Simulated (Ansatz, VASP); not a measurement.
**One calculation of Cl, two programs**

Contents of INCAR:

```
  PREC = Accurate
  ENCUT = 520
  EDIFF = 1E-7
  ISMEAR = -1
  SIGMA = 0.05
  LREAL = F
  LASPH = T
  NELM = 60
  ALGO = Normal
  ISIF = 2
  LWAVE = F
  LCHARG = F
  GGA = PS
  NBANDS = 22
```

Contents of KPOINTS:

```
regular mesh
0
Gamma
  7 7 4
```

Contents of POSCAR:

```
Cl
1.0
    3.1238919815     -2.2348988739      0.0000000000
    3.1238919815      2.2348988739      0.0000000000
    0.0000000000      0.0000000000      8.1548976686
Cl
4
Direct
    0.3700000000      0.6300000000      0.4000000000
    0.1300000000      0.8700000000      0.9000000000
    0.6300000000      0.3700000000      0.6000000000
    0.8700000000      0.1300000000      0.1000000000
```

Contents of input.yaml:

```yaml
crystal:
  lattice:
    - [3.1238919815, -2.2348988739, 0.0]
    - [3.1238919815, 2.2348988739, 0.0]
    - [0.0, 0.0, 8.1548976686]
  atoms:
    - { symbol: Cl, position: [0.37, 0.63, 0.4] }
    - { symbol: Cl, position: [0.13, 0.87, 0.9] }
    - { symbol: Cl, position: [0.63, 0.37, 0.6] }
    - { symbol: Cl, position: [0.87, 0.13, 0.1] }
kpoints:
  mp_grid: { grid: [7, 7, 4] }
scf:
  occupations: { method: fermi_dirac, width: 0.05 }
hamiltonian:
  xc: pbesol
  pseudopotentials: { kind: all_electron, lapw: { basis_error: 0.002 } }
output:
  forces: true
  stress: true
  eigenvalues: true
```

Change from the starting cell: volume scaled by 0.98.

Alike in both runs: task single point; functional PBEsol; k mesh 7 × 7 × 4; occupations fermi-dirac, width 0.05 eV; no spin polarisation.

```csv
,VASP,Ansatz
version,VASP 6.6.1,Ansatz 0.2.0
potentials or method,"VASP PAW PBE potentials, release 64 (Cl), cutoff 520 eV","all-electron LAPW, scalar-relativistic"
```

|  | VASP | Ansatz | Ansatz less VASP |
| --- | --- | --- | --- |
| gap on the k mesh at the Fermi level (eV) | 2.55 | 2.51 | -0.042 |
| least direct gap on the mesh (eV) | 2.61 | 2.57 | -0.043 |
| pressure (GPa) | -0.6 | -0.3 | +0.33 |
| traceless stress, the component that is largest in VASP (GPa) | 0.86 | 0.59 | -0.273 |
| rms of the force components (eV/Å) | 0.065 | 0.081 | +0.0165 |

VASP's potentials were made for PBE, not for PBEsol. Atom by atom the forces differ by 0.091 eV/Å (rms over components). Ansatz ran all-electron here, and VASP with PAW potentials.
